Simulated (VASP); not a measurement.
# Rb3Pt (Pm-3m) in VASP: settings compared, part 2 of 2

VASP 6.6.1. The steps go on from the part before.

## (4) Single point, PBE+D3(BJ)

Input file INCAR:

```
PREC     = Accurate       # precision mode
ENCUT    = 500            # plane-wave cutoff, eV
EDIFF    = 1E-6           # SCF threshold, eV
ISMEAR   = 0              # smearing method
SIGMA    = 0.1            # smearing width, eV
LREAL    = False          # projectors in reciprocal space
LASPH    = True           # aspherical terms in the spheres
NELM     = 120            # most SCF steps
ALGO     = Normal         # electronic algorithm
ISIF     = 2              # what is computed and relaxed
LWAVE    = False          # write WAVECAR
LCHARG   = False          # write CHGCAR
GGA      = PE             # functional
IVDW     = 12             # dispersion correction
NBANDS   = 26             # bands
NELECT   = 39.0         
GGA_COMPAT= False
```

Input file KPOINTS:

```
regular mesh
0
Gamma
  2 2 2
```

Input file POSCAR:

```
Rb3Pt
1.0
    5.4987900000      0.0000000000      0.0000000000
    0.0000000000      5.4987900000      0.0000000000
    0.0000000000      0.0000000000      5.4987900000
Rb Pt
3 1
Direct
    0.0000000000      0.0000000000      0.5000000000
    0.0000000000      0.5000000000      0.0000000000
    0.5000000000      0.0000000000      0.0000000000
    0.5000000000      0.5000000000      0.5000000000
```

Potentials or basis: VASP PAW PBE potentials, release 64 (Rb_sv, Pt).

Started as:

```
cat potpaw_PBE.64/Rb_sv/POTCAR potpaw_PBE.64/Pt/POTCAR > POTCAR
mpirun -np 1 vasp_std > vasp.out
```

OUTCAR:

```text
PREC = Accurate
   ENCUT = 500
   EDIFF = 1E-6
   ISMEAR = 0
   LREAL = False
   LASPH = True
   NELM = 120
   ISIF = 2
   GGA = PE
   IVDW = 12
   NELECT = 39.0
 IVDW          = 12

 ion  position               nearest neighbor table
   1  0.000  0.000  0.500-   2 3.89   3 3.89   4 3.89   2 3.89   3 3.89   2 3.89   4 3.89   2 3.89
                             3 3.89   4 3.89   3 3.89   4 3.89
   2  0.000  0.500  0.000-   1 3.89   3 3.89   4 3.89   1 3.89   4 3.89   1 3.89   3 3.89   1 3.89
                             3 3.89   4 3.89   4 3.89   3 3.89
[... 302 lines left out ...]
  --------------------------------------------------------------------------------------
  -------------------------------------------------------------------------------------
  Total       8.67561     8.67561     8.67561     0.00000     0.00000     0.00000
  in kB      83.60055    83.60055    83.60055     0.00000     0.00000     0.00000
  external pressure =       83.60 kB  Pullay stress =        0.00 kB

 VOLUME and BASIS-vectors are now :
 -----------------------------------------------------------------------------
  energy-cutoff  :      500.00
  volume of cell :      166.27
      direct lattice vectors                 reciprocal lattice vectors
     5.498790000  0.000000000  0.000000000     0.181858191  0.000000000  0.000000000
     0.000000000  5.498790000  0.000000000     0.000000000  0.181858191  0.000000000
     0.000000000  0.000000000  5.498790000     0.000000000  0.000000000  0.181858191

 POSITION                                       TOTAL-FORCE (eV/Angst)
 -----------------------------------------------------------------------------------
      0.00000      0.00000      2.74939         0.000000      0.000000      0.000000
      0.00000      2.74939      0.00000         0.000000      0.000000      0.000000
      2.74939      0.00000      0.00000         0.000000      0.000000      0.000000
      2.74939      2.74939      2.74939         0.000000      0.000000      0.000000
 -----------------------------------------------------------------------------------
    total drift:                                0.000000      0.000000     -0.000000

  FREE ENERGIE OF THE ION-ELECTRON SYSTEM (eV)
  ---------------------------------------------------
  free  energy   TOTEN  =        -4.5901221394 eV

  energy  without entropy=       -4.5521265514  energy(sigma->0) =       -4.57112435
```

stdout:

```text
POSCAR found type information on POSCAR RbPt
 POSCAR found :  2 types and       4 ions
 scaLAPACK will be used
 LDA part: xc-table for (Slater+PW92), standard interpolation
 POSCAR, INCAR and KPOINTS ok, starting setup
 FFT: planning ... GRIDC
 FFT: planning ... GRID_SOFT
 FFT: planning ... GRID
 WAVECAR not read
 entering main loop
 the old and the new charge density differ
 old charge density:    37.00000 new   39.00000
    0.646E+00
```

Wall time 37 s (1 thread of Intel Xeon Platinum 8259CL at 2.50GHz (Skylake/Cascade Lake), shared host); peak memory 0.24 GiB.

Results:

| Item | Value |
| --- | --- |
| Free energy | -4.5901 eV |
| Dispersion energy per atom | -0.231 eV |

Levels at points of the mesh, in eV from the Fermi level:
```
           k point  band 16  band 17  band 18  band 19  band 20  band 21  band 22  band 23
(0.00, 0.00, 0.00)    -1.99    -1.99    -1.99    -1.51     1.68     1.68     1.91     1.91
(0.50, 0.00, 0.00)    -1.86    -1.86    -1.84    -1.77     0.02     1.19     1.19     1.97
(0.50, 0.50, 0.00)    -1.86    -1.86    -1.73    -0.59    -0.59     0.04     1.03     2.05
(0.50, 0.50, 0.50)    -2.16    -1.76    -1.76     0.62     0.62     0.62     0.95     0.95
```

Caveat: the k points lie up to 0.57 Å⁻¹ apart; the cell carries a net charge on a neutralising background, which shifts energy and pressure; the cell is charged against a uniform background, so pressure and absolute levels hang on convention; three body term missing; spin-orbit coupling is left out, which moves the levels of the heavy elements; pairwise dispersion overbinds metals, which lowers pressure and volume.

## (5) Single point, PBE

Input file INCAR:

```
SYSTEM = Rb3Pt
  PREC = Accurate
  ENCUT = 500
  EDIFF = 1E-6
  ISMEAR = 0
  SIGMA = 0.1
  LREAL = .False.
  LASPH = .True.
  NELM = 120
  ALGO = Normal
  ISIF = 2
  LWAVE = .False.
  LCHARG = .False.
  GGA = PE
  NBANDS = 26
  GGA_COMPAT = .False.
```

Input file KPOINTS:

```
regular mesh
0
Gamma
  3 3 3
  0 0 0
```

POSCAR is that of step 4.

Potentials or basis: VASP PAW PBE potentials, release 64 (Rb_sv, Pt).

Started as:

```
cat potpaw_PBE.64/Rb_sv/POTCAR potpaw_PBE.64/Pt/POTCAR > POTCAR
mpirun -np 1 vasp_std > vasp.out
```

OUTCAR:

```text
SYSTEM = Rb3Pt
   PREC = Accurate
   ENCUT = 500
   EDIFF = 1E-6
   ISMEAR = 0
   LREAL = .False.
   LASPH = .True.
   NELM = 120
   ISIF = 2
   GGA = PE

 ion  position               nearest neighbor table
   1  0.000  0.000  0.500-   2 3.89   3 3.89   4 3.89   2 3.89   3 3.89   2 3.89   4 3.89   2 3.89
                             3 3.89   4 3.89   3 3.89   4 3.89
   2  0.000  0.500  0.000-   1 3.89   3 3.89   4 3.89   1 3.89   4 3.89   1 3.89   3 3.89   1 3.89
                             3 3.89   4 3.89   4 3.89   3 3.89
   3  0.500  0.000  0.000-   1 3.89   2 3.89   4 3.89   1 3.89   4 3.89   2 3.89   4 3.89   4 3.89
                             1 3.89   2 3.89   1 3.89   2 3.89
   4  0.500  0.500  0.500-   1 3.89   2 3.89   3 3.89   2 3.89   3 3.89   1 3.89   3 3.89   3 3.89
[... 297 lines left out ...]
  Total        0.0068991      0.0068991      0.0068991     -0.0000000     -0.0000000      0.0000000
  in kB        0.0664816      0.0664816      0.0664816     -0.0000000     -0.0000000      0.0000000
  external PRESSURE =       0.0664816 kB  Pullay stress =       0.0000000 kB

 VOLUME and BASIS-vectors are now :
 -----------------------------------------------------------------------------
  energy-cutoff  :      500.00
  volume of cell :      166.27
      direct lattice vectors                 reciprocal lattice vectors
     5.498790000  0.000000000  0.000000000     0.181858191  0.000000000  0.000000000
     0.000000000  5.498790000  0.000000000     0.000000000  0.181858191  0.000000000
     0.000000000  0.000000000  5.498790000     0.000000000  0.000000000  0.181858191

 POSITION                                       TOTAL-FORCE (eV/Angst)
 -----------------------------------------------------------------------------------
      0.00000      0.00000      2.74939         0.000000      0.000000      0.000000
      0.00000      2.74939      0.00000         0.000000      0.000000      0.000000
      2.74939      0.00000      0.00000         0.000000      0.000000      0.000000
      2.74939      2.74939      2.74939         0.000000      0.000000      0.000000
 -----------------------------------------------------------------------------------
    total drift:                               -0.000000      0.000000     -0.000000

  FREE ENERGIE OF THE ION-ELECTRON SYSTEM (eV)
  ---------------------------------------------------
  free  energy   TOTEN  =        -7.9200087485 eV

  energy  without entropy=       -7.8950698269  energy(sigma->0) =       -7.90753929
```

OSZICAR:

```text
N       E                     dE             d eps       ncg     rms          rms(c)
DAV:   1     0.223088996555E+03    0.22309E+03   -0.15591E+04   208   0.116E+03
DAV:   2     0.684820648678E+01   -0.21624E+03   -0.20928E+03   280   0.247E+02
DAV:   3    -0.838766618121E+01   -0.15236E+02   -0.15170E+02   272   0.620E+01
DAV:   4    -0.886012269043E+01   -0.47246E+00   -0.47167E+00   314   0.903E+00
DAV:   5    -0.886839894133E+01   -0.82763E-02   -0.82759E-02   260   0.118E+00    0.400E+00
DAV:   6    -0.807101002456E+01    0.79739E+00   -0.37050E+00   242   0.527E+00    0.431E+00
DAV:   7    -0.796640617993E+01    0.10460E+00   -0.60479E-01   260   0.270E+00    0.211E+00
DAV:   8    -0.791701148303E+01    0.49395E-01   -0.26745E-01   264   0.162E+00    0.816E-01
DAV:   9    -0.791975345290E+01   -0.27420E-02   -0.38774E-02   264   0.645E-01    0.315E-01
DAV:  10    -0.791996236889E+01   -0.20892E-03   -0.71271E-03   226   0.295E-01    0.591E-02
DAV:  11    -0.791999204027E+01   -0.29671E-04   -0.76522E-04   278   0.927E-02    0.257E-02
DAV:  12    -0.792000846964E+01   -0.16429E-04   -0.94881E-05   250   0.365E-02    0.565E-03
DAV:  13    -0.792000867548E+01   -0.20584E-06   -0.14936E-05   220   0.122E-02    0.325E-03
DAV:  14    -0.792000874849E+01   -0.73014E-07   -0.17257E-06   194   0.458E-03
   1 F= -.79200087E+01 E0= -.79075393E+01  d E =-.249389E-01
```

stdout:

```text
POSCAR found type information on POSCAR RbPt
 POSCAR found :  2 types and       4 ions
 scaLAPACK will be used
 LDA part: xc-table for (Slater+PW92), standard interpolation
 POSCAR, INCAR and KPOINTS ok, starting setup
 FFT: planning ... GRIDC
 FFT: planning ... GRID_SOFT
 FFT: planning ... GRID
 WAVECAR not read
 entering main loop
```

Wall time 28 s (1 thread of Intel Xeon Platinum 8259CL at 2.50GHz (Skylake/Cascade Lake), shared host); peak memory 0.23 GiB.

Results:

```yaml
Free_energy: -7.9200 eV
Pressure: 0.0 GPa
```

Caveat: the k points lie up to 0.38 Å⁻¹ apart; spin-orbit coupling is left out, which moves the levels of the heavy elements.
